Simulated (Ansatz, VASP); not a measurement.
Two plane-wave programs on ZrB2

Contents of INCAR:

```
SYSTEM = ZrB2
  ALGO = Normal
  EDIFF = 1E-6
  EDIFFG = -0.01
  ENCUT = 600
  GGA = PE
  IBRION = 2
  ISIF = 3
  ISMEAR = 0
  LASPH = .TRUE.
  LCHARG = .FALSE.
  LREAL = .FALSE.
  LWAVE = .FALSE.
  NELM = 80
  NSW = 100
  PREC = Accurate
  SIGMA = 0.1
```

Contents of KPOINTS:

```
k-points
0
G
  14 14 10
  0 0 0
```

The input POSCAR:

```
ZrB2
1.0
    3.1009703998      0.0000000000      0.0000000000
    0.0000000000      3.1358388532      0.0000000000
    0.0000000000      0.0000000000      4.6117405048
Zr B
1 2
Direct
    0.5000000000      0.0000000000      0.0000000000
    0.5000000000      0.5000000000      0.5000000000
    0.5000000000      0.0000000000      0.5000000000
```

Input for Ansatz:

```yaml
crystal:
  lattice:
    - [3.1009703998, 0.0, 0.0]
    - [0.0, 3.1358388532, 0.0]
    - [0.0, 0.0, 4.6117405048]
  atoms:
    - { symbol: Zr, position: [0.5, 0.0, 0.0] }
    - { symbol: B, position: [0.5, 0.5, 0.5] }
    - { symbol: B, position: [0.5, 0.0, 0.5] }
basis:
  ecutwfc: 420
kpoints:
  mp_grid: { grid: [14, 14, 10] }
hamiltonian:
  xc: pbe
scf:
  occupations: { method: gaussian, width: 0.1 }
output:
  forces: true
  stress: true
  eigenvalues: true
relax:
  adjacent_minimum: "off"
  f_tol: 0.01
  max_steps: 80
  cell: { stress_tol: 0.05 }
```

Alike in both runs: task relaxation of cell and atoms; functional PBE; k mesh 14 × 14 × 10; occupations gaussian, width 0.1 eV; no spin polarisation.

|  | VASP | Ansatz |
| --- | --- | --- |
| version | VASP 6.6.1 | Ansatz 0.2.0 |
| potentials or method | VASP PAW PBE potentials, release 64 (Zr_sv, B), cutoff 600 eV | scalar-relativistic, plane waves, PAW |
| valence electrons in the cell | 18 | 18 |

Ansatz gave:

| Property | Result |
| --- | --- |
| gap on the k mesh at the Fermi level, each at its own relaxed structure (eV) | none |
| relaxed volume (Å³/atom) | 14.90 |
| relaxed length of the cell vector where the two differ most in proportion (Å) | 3.093 |

Task: Estimate VASP's values.

Result: gap on the k mesh at the Fermi level, each at its own relaxed structure (eV): none; relaxed volume (Å³/atom): 14.90; relaxed length of the cell vector where the two differ most in proportion (Å): 3.090.

A gap of «none» marks a metal or a gap that the smearing closes.
